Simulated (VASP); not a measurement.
# LiCl (I4/mmm) in VASP: G0W0 quasiparticle levels with PBE

Aim: the G0W0 quasiparticle levels of LiCl with PBE.

Program: VASP 6.6.1. These are calculated values, not measurements. Logs are shortened: lines on timing, memory, paths and dates and some standing lists are left out, and cuts for length are marked.

### Step 1. The cell of the first run

It takes space group I4/mmm (No. 139, tetragonal). The conventional cell has a = 3.615 Å, b = 3.615 Å, c = 5.214 Å, α = 90.00°, β = 90.00°, γ = 90.00°. Within 3.4 Å of Li (site symmetry 4/mmm) lie 6 Cl at 2.56 to 2.61 Å. Cl (site symmetry 4/mmm) has 6 Li at 2.56 to 2.61 Å within 3.4 Å.

### Step 2. G0W0 quasiparticle levels, PBE

POSCAR

```
LiCl
1.0
    0.0000000000      2.5560369926      2.6071577324
    2.5560369926      0.0000000000      2.6071577324
    2.5560369926      2.5560369926      0.0000000000
Li Cl
1 1
Direct
    0.0000000000      0.0000000000      0.0000000000
    0.5000000000      0.5000000000      0.5000000000
```

INCAR.step1

```
PREC = Accurate
ENCUT = 500
EDIFF = 1E-8
ISMEAR = 0
SIGMA = 0.01
LREAL = F
LASPH = T
NELM = 80
ALGO = Normal
LWAVE = T
LCHARG = F
GGA = PE
```

INCAR.step2

```
PREC = Accurate
ENCUT = 500
EDIFF = 1E-8
ISMEAR = 0
SIGMA = 0.01
LREAL = F
LASPH = T
NELM = 1
ALGO = Exact
LWAVE = T
LCHARG = F
GGA = PE
NBANDS = 146
LOPTICS = T
ISTART = 1
```

INCAR.step3

```
PREC = Accurate
ENCUT = 500
EDIFF = 1E-8
ISMEAR = 0
SIGMA = 0.01
LREAL = F
LASPH = T
ALGO = EVGW0
LWAVE = F
LCHARG = F
GGA = PE
NELMGW = 1
NBANDS = 146
ENCUTGW = 150.0
NOMEGA = 48
PRECFOCK = Fast
ISTART = 1
NBANDSGW = 12
```

KPOINTS

```
regular mesh
0
Gamma
  6 6 6
```

Potentials or basis: VASP PAW PBE potentials, release 64 (Li_GW, Cl_GW).

Started as:

```console
cat potpaw_PBE.64/Li_GW/POTCAR potpaw_PBE.64/Cl_GW/POTCAR > POTCAR
cp INCAR.step1 INCAR
mpirun -np 1 vasp_std > vasp.out
cp INCAR.step2 INCAR
mpirun -np 1 vasp_std > vasp.out
cp INCAR.step3 INCAR
mpirun -np 1 vasp_std > vasp.out
```

OUTCAR:

```text
PREC = Accurate
   ENCUT = 500
   EDIFF = 1E-8
   ISMEAR = 0
   LREAL = F
   LASPH = T
   GGA = PE
   NELMGW = 1
   ENCUTGW = 150.0
   PRECFOCK = Fast
   ISTART = 1

 ion  position               nearest neighbor table
   1  0.000  0.000  0.000-   2 2.56   2 2.56   2 2.56   2 2.56   2 2.61   2 2.61
   2  0.500  0.500  0.500-   1 2.56   1 2.56   1 2.56   1 2.56   1 2.61   1 2.61

  LATTYP: Found a body centered tetragonal cell.
 ALAT       =     3.6147821809
 C/A-ratio  =     1.4424978336

  Lattice vectors:

 A1 = (  -2.5560369926,   0.0000000000,   2.6071577324)
 A2 = (   2.5560369926,   0.0000000000,   2.6071577324)
 A3 = (   0.0000000000,   2.5560369926,  -2.6071577324)

Analysis of symmetry for initial positions (statically):
=====================================================================
 Subroutine PRICEL returns:
 Original cell was already a primitive cell.

 Routine SETGRP: Setting up the symmetry group for a
 body centered tetragonal supercell.

 Subroutine GETGRP returns: Found 16 space group operations
 (whereof 16 operations were pure point group operations)
 out of a pool of 16 trial point group operations.

The static configuration has the point symmetry D_4h.

Analysis of symmetry for dynamics (positions and initial velocities):
=====================================================================
 Subroutine PRICEL returns:
 Original cell was already a primitive cell.

 Routine SETGRP: Setting up the symmetry group for a
 body centered tetragonal supercell.

 Subroutine GETGRP returns: Found 16 space group operations
 (whereof 16 operations were pure point group operations)
 out of a pool of 16 trial point group operations.

The dynamic configuration has the point symmetry D_4h.

 Subroutine INISYM returns: Found 16 space group operations
 (whereof 16 operations are pure point group operations),
 and found     1 'primitive' translations

----------------------------------------------------------------------------------------

                                     Primitive cell

  volume of cell :      34.0668

  direct lattice vectors                    reciprocal lattice vectors
     0.000000000  2.556036993  2.607157732    -0.195615322  0.195615322  0.191779728
     2.556036993  0.000000000  2.607157732     0.195615322 -0.195615322  0.191779728
     2.556036993  2.556036993  0.000000000     0.195615322  0.195615322 -0.191779728

  length of vectors
     3.651108948  3.651108948  3.614782181     0.336615764  0.336615764  0.336615764

  position of ions in fractional coordinates (direct lattice)
     0.000000000  0.000000000  0.000000000
     0.500000000  0.500000000  0.500000000

  ion indices of the primitive-cell ions
   primitive index   ion index
                 1           1
                 2           2

----------------------------------------------------------------------------------------

 KPOINTS: regular mesh

Automatic generation of k-mesh.
 Grid dimensions read from file:
 generate k-points for:    6    6    6

 Generating k-lattice:

  Cartesian coordinates                     Fractional coordinates (reciprocal lattice)
    -0.032602554  0.032602554  0.031963288     0.166666667 -0.000000000  0.000000000
     0.032602554 -0.032602554  0.031963288    -0.000000000  0.166666667  0.000000000
     0.032602554  0.032602554 -0.031963288     0.000000000  0.000000000  0.166666667

  Length of vectors
     0.056102627  0.056102627  0.056102627

  Shift w.r.t. Gamma in fractional coordinates (k-lattice)
     0.000000000  0.000000000  0.000000000

 Subroutine IBZKPT returns following result:
 ===========================================

 Found     30 irreducible k-points:

 Following reciprocal coordinates:
            Coordinates               Weight
  0.000000  0.000000  0.000000      1.000000
  0.166667  0.000000  0.000000      8.000000
  0.333333 -0.000000  0.000000      8.000000
  0.500000  0.000000  0.000000      4.000000
  0.166667  0.166667  0.000000      2.000000
  0.333333  0.166667  0.000000      8.000000
[... 16 lines left out ...]
  0.333333  0.000000  0.333333      4.000000
  0.500000 -0.000000  0.333333     16.000000
 [... further k-points ...]
   k-points           NKPTS =     30   k-points in BZ     NKDIM =    216   number of bands    NBANDS=    146
   number of dos      NEDOS =    301   number of ions     NIONS =      2
   total plane-waves  NPLWV =  21952
   dimension x,y,z NGX =    28 NGY =   28 NGZ =   28
   dimension x,y,z NGXF=    56 NGYF=   56 NGZF=   56
   ions per type =               1   1
   NGX,Y,Z   is equivalent  to a cutoff of  12.75, 12.75, 12.88 a.u.
   NGXF,Y,Z  is equivalent  to a cutoff of  25.50, 25.50, 25.75 a.u.
 SYSTEM =  unknown system
   PREC   = accura    normal or accurate (medium, high low for compatibility)
   ISTART =      1    job   : 0-new  1-cont  2-samecut
   ICHARG =      0    charge: 1-file 2-atom 10-const
   ISPIN  =      1    spin polarized calculation?
   LNONCOLLINEAR =      F non collinear calculations
   LSORBIT =      F    spin-orbit coupling
   LASPH  =      T    aspherical Exc in radial PAW
   ENCUT  =  500.0 eV  36.75 Ry    6.06 a.u.   6.66  6.66  6.59*2*pi/ulx,y,z
   NELM   =     60;   NELMIN=  2; NELMDL=  0     # of ELM steps
   EDIFF  = 0.1E-07   stopping-criterion for ELM
   LREAL  =      F    real-space projection
   EDIFFG = 0.1E-06   stopping-criterion for IOM
   NSW    =      0    number of steps for IOM
   IBRION =     -1    ionic relax: 0-MD 1-quasi-New 2-CG
   NFREE  =      0    steps in history (QN), initial steepest desc. (CG)
   ISIF   =      0    stress and relaxation
   ISYM   =      3    0-nonsym 1-usesym 2-fastsym
   POTIM  = 0.5000    time-step for ionic-motion
   TEBEG  =    0.0;   TEEND  =   0.0 temperature during run
   PSTRESS=    0.0 pullay stress
   NELECT =       8.0000    total number of electrons
   NUPDOWN=      -1.0000    fix difference up-down
   EMIN   =  10.00;   EMAX   =-10.00  energy-range for DOS
   EFERMI =   0.00;   METHOD = LEGACY
   ISMEAR =     0;   SIGMA  =   0.01  broadening in eV -4-tet -1-fermi 0-gaus
   EFERMI_NEDOS =   21; number of points for ismear=-14 and -15
   IALGO  =     38    algorithm
   IMIX   =      4    mixing-type and parameters
     AMIX     =   0.40;   BMIX     =  1.00
     AMIX_MAG =   1.60;   BMIX_MAG =  1.00
  volume/ion in A,a.u.               =      17.03       114.95
  Fermi-wavevector in a.u.,A,eV,Ry     =   1.010015  1.908651 13.879703  1.020129
  Thomas-Fermi vector in A             =   2.142978
   LORBIT       =      0    0 simple, 1 ext, 2 COOP (PROOUT), +10 PAW based schemes
   GGA     = PE    functional components
   LHFCALC =     T    Hartree Fock is set to
   PRECFOCK=fast      Normal, Fast or Accurate (Low or Medium for compatibility)
   ENCUT4O =  -1.0   cutoff for four orbital integrals eV
   NKREDX  =     1    reduce k-point grid by
   NKREDY  =     1    reduce k-point grid by
   NKREDZ  =     1    reduce k-point grid by
   AEXX    =    1.0000 exact exchange contribution
   HFSCREEN=    0.0000 screening length (either q_TF or 0.3 A-1)
   HFSCREENC=   0.0000 screening length for correlation (either q_TF or 0.3 A-1)
   ENCUTFOCK=  -1.0 apply spherical cutoff to Coloumb kernel
   IVDW    =     0    specifies the selected vdW correction
   LEPSILON=     F    determine dielectric tensor
   LRPA    =     F    only Hartree local field effects (RPA)
   LRPAFORCE           =     F    calculate RPA forces
   ENCUTGW             = 150.0    cutoff for response function in eV
   ENCUTGWSOFT         = 120.0    soft cutoff for Coulomb kernel in GW response function in eV
   ENCUTLF             =  -1.0    cutoff for local field effects
   NELMGW              =     1    number of iterations in solving QP/BSE equation
   NELMHF              =     1    number of iterations in the inner HF iteration
   NKREDLFX            =     1    NKREDLFY  =   1   NKREDLFZ  =   1
 non-spin polarized calculation
 Gauss-broadening in eV      SIGMA  =   0.01
  energy-cutoff  :      500.00
  volume of cell :       34.07
 maximum number of plane-waves:       889
 NGX is ok and might be reduce to    28
  NGX = 16; NGY = 16; NGZ = 16
   NGX = 13   NGY = 13   NGZ = 13
 maximum number of plane-waves:       150

 QP shifts <psi_nk| G(iteration)W_0 |psi_nk>: iteration 1
 for sc-GW calculations column KS-energies equals QP-energies in previous step
 and V_xc(KS)=  KS-energies - (<T + V_ion + V_H > + <T+V_H+V_ion>^1  + <V_x>^1)

 k-point   1 :       0.0000    0.0000    0.0000
  band No.  KS-energies  QP-energies   sigma(KS)   V_xc(KS)     V^pw_x(r,r')   Z            occupation Imag(sigma)

      1     -14.3796     -15.9123     -16.7306     -14.7481     -24.1342       0.7732       2.0000       1.6047
      2      -1.0214      -2.7868     -16.9389     -14.7180     -18.8963       0.7949       2.0000       0.0782
      3      -1.0214      -2.7868     -16.9389     -14.7180     -18.8963       0.7949       2.0000       0.0782
      4      -0.9704      -2.7275     -16.9575     -14.7462     -18.9118       0.7946       2.0000       0.0792
      5       5.2626       6.0631      -7.5473      -8.5023      -4.1096       0.8383       0.0000      -0.0643
      6      10.6695      11.8693      -8.0871      -9.5365      -4.2750       0.8278       0.0000      -0.0827
      7      10.8387      12.0315      -8.0433      -9.4870      -4.2130       0.8262       0.0000      -0.0849
      8      10.8387      12.0315      -8.0433      -9.4870      -4.2130       0.8262       0.0000      -0.0849
      9      13.1638      14.6454      -9.1031     -10.9473      -4.8283       0.8034       0.0000      -0.1191
     10      13.2132      14.3431      -5.6704      -7.0871      -1.3382       0.7975       0.0000      -0.1526
     11      13.4476      14.9582      -9.2248     -11.1111      -4.8885       0.8008       0.0000      -0.1243
     12      13.6020      14.7135      -5.8849      -7.2884      -1.4460       0.7919       0.0000      -0.1574

 k-point   2 :       0.1667    0.0000    0.0000
  band No.  KS-energies  QP-energies   sigma(KS)   V_xc(KS)     V^pw_x(r,r')   Z            occupation Imag(sigma)
[... 353 lines left out ...]
      1     -13.6341     -14.9031     -17.1678     -15.4517     -24.5555       0.7395       2.0000       1.3902
      2      -3.5625      -5.6284     -15.0414     -12.3911     -17.4520       0.7795       2.0000       0.0985
      3      -2.3432      -4.2829     -15.8404     -13.3803     -18.0154       0.7885       2.0000       0.0853
      4      -1.9165      -3.8046     -16.2301     -13.8391     -18.3427       0.7897       2.0000       0.0827
      5       7.0506       8.0561      -7.0642      -8.2629      -3.6372       0.8389       0.0000      -0.0691
      6       8.0884       9.0793      -7.6943      -8.8817      -4.1799       0.8345       0.0000      -0.0715
      7      10.2337      11.4131      -8.5885     -10.0463      -4.5475       0.8090       0.0000      -0.0965
      8      11.2464      12.5792      -7.5834      -9.2232      -3.5191       0.8128       0.0000      -0.1055
      9      12.9944      14.1839      -7.4208      -8.9272      -2.9819       0.7897       0.0000      -0.1472
     10      16.3072      17.9810     -10.2350     -12.3821      -5.2135       0.7796       0.0000      -0.2232
     11      17.1526      18.7649      -9.7951     -11.8945      -4.6445       0.7680       0.0000      -0.2882
     12      17.4578      18.8508      -9.3366     -11.1453      -4.0907       0.7702       0.0000      -0.3778

 [... further k-points ...]
```

Wall time 26 min (1 thread of Intel Xeon 8259CL, shared host); peak memory 0.83 GiB.

What came out:

```
Band gap on the k mesh, mean-field level : 6.23 eV, direct
Quasiparticle gap                        : 8.79 eV
Least direct quasiparticle gap           : 8.79 eV
```

Caveat: bands, screening cutoff and mesh are small and nothing is extrapolated, so the quasiparticle values aren't converged.
